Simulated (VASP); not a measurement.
Runs of VASP 6.6.1 on Ag. The structure is that of space group P6_3/mmc (No. 194), or close to it. The cells are those of the table. 

```csv
cell,k mesh,cutoff (eV),gap on the mesh (eV),pressure (GPa)
"a = 3.059, b = 3.059, c = 4.953 Å, angles 90.0, 90.0, 120.0°, 2 atoms",14 × 14 × 8,520,none,(b)
"a = 2.945, b = 2.945, c = 4.769 Å, angles 90.0, 90.0, 120.0°, 2 atoms",14 × 14 × 8,520,none,-0.2
"a = 2.864, b = 2.864, c = 4.639 Å, angles 90.0, 90.0, 120.0°, 2 atoms",14 × 14 × 8,520,none,9.3
"a = 2.984, b = 2.984, c = 4.832 Å, angles 90.0, 90.0, 120.0°, 2 atoms",14 × 14 × 8,520,none,(a)
"a = 2.905, b = 2.905, c = 4.705 Å, angles 90.0, 90.0, 120.0°, 2 atoms",14 × 14 × 8,520,none,3.9
"a = 2.945, b = 2.945, c = 4.769 Å, angles 90.0, 90.0, 120.0°, 2 atoms",20 × 20 × 11,520,none,-0.3
"a = 2.945, b = 2.945, c = 4.769 Å, angles 90.0, 90.0, 120.0°, 2 atoms",6 × 6 × 4,500,none,(c)
"a = 3.022, b = 3.022, c = 4.893 Å, angles 90.0, 90.0, 120.0°, 2 atoms",14 × 14 × 8,520,none,-5.7
```

Alike in all rows: task single point; level PBE; potentials or basis VASP PAW PBE potentials, release 64 (Ag); no spin polarisation; smearing fermi-dirac 0.1 eV.

Problem. Fill in the values left out.

Solution. (a) -3.3; (b) -7.5; (c) 0.3.

Caveats: some runs use coarse meshes.

A k mesh can miss the band edges, and the runs leave out spin-orbit coupling on Ag.

A gap of «none» marks levels without a gap at the run's occupations.
